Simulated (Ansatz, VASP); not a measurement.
SiNi2 in VASP and in Ansatz

The input INCAR:

```
SYSTEM = SiNi2
ALGO = Fast
EDIFF = 1E-6
ENCUT = 520
GGA = PS
ISIF = 2
ISMEAR = 0
LASPH = .TRUE.
LCHARG = .FALSE.
LREAL = .FALSE.
LWAVE = .FALSE.
NBANDS = 33
NELM = 60
PREC = Accurate
SIGMA = 0.15
```

KPOINTS

```
k-points
0
G
  12 12 10
  0 0 0
```

The input POSCAR:

```
SiNi2
1.0
    3.8684636248      0.0000000000      0.0000000000
   -1.9342318124      3.3501877727      0.0000000000
    0.0000000000      0.0000000000      4.8432305002
Si Ni
2 4
Direct
    0.3333333333      0.6666666667      0.7500000000
    0.6666666667      0.3333333333      0.2500000000
    0.0000000000      0.0000000000      0.0000000000
    0.0000000000      0.0000000000      0.5000000000
    0.3333333333      0.6666666667      0.2500000000
    0.6666666667      0.3333333333      0.7500000000
```

Input for Ansatz:

```yaml
crystal:
  lattice:
    - [3.8684636248, 0.0, 0.0]
    - [-1.9342318124, 3.3501877727, 0.0]
    - [0.0, 0.0, 4.8432305002]
  atoms:
    - { symbol: Si, position: [0.3333333333, 0.6666666667, 0.75] }
    - { symbol: Si, position: [0.6666666667, 0.3333333333, 0.25] }
    - { symbol: Ni, position: [0.0, 0.0, 0.0] }
    - { symbol: Ni, position: [0.0, 0.0, 0.5] }
    - { symbol: Ni, position: [0.3333333333, 0.6666666667, 0.25] }
    - { symbol: Ni, position: [0.6666666667, 0.3333333333, 0.75] }
basis:
  ecutwfc: 420
kpoints:
  mp_grid: { grid: [12, 12, 10] }
hamiltonian:
  xc: pbesol
scf:
  occupations: { method: gaussian, width: 0.15 }
output:
  forces: true
  stress: true
  eigenvalues: true
```

Change from the starting cell: strain +0.000 along x and y, -0.015 along z, atoms carried along.

Alike in both runs: task single point; functional PBEsol; k mesh 12 × 12 × 10; occupations gaussian, width 0.15 eV; no spin polarisation.

```csv
,VASP,Ansatz
version,VASP 6.6.1,Ansatz 0.2.0
potentials or method,"VASP PAW PBE potentials, release 64 (Si, Ni), cutoff 520 eV","scalar-relativistic, plane waves, PAW"
valence electrons in the cell,48,80
```

VASP gave:

| Quantity | Value |
| --- | --- |
| gap on the k mesh at the Fermi level (eV) | none |
| pressure (GPa) | 3.6 |
| traceless stress, the component that is largest in VASP (GPa) | 2.57 |

Q: Estimate Ansatz's values.

A: gap on the k mesh at the Fermi level (eV): none; pressure (GPa): 3.3; traceless stress, the component that is largest in VASP (GPa): 2.73.

VASP's potentials were made for PBE, not for PBEsol. A gap of «none» marks a metal or a gap that the smearing closes. VASP's potentials hold 48 valence electrons a cell and Ansatz's 80, so a difference there can come from the potentials and not from the codes.
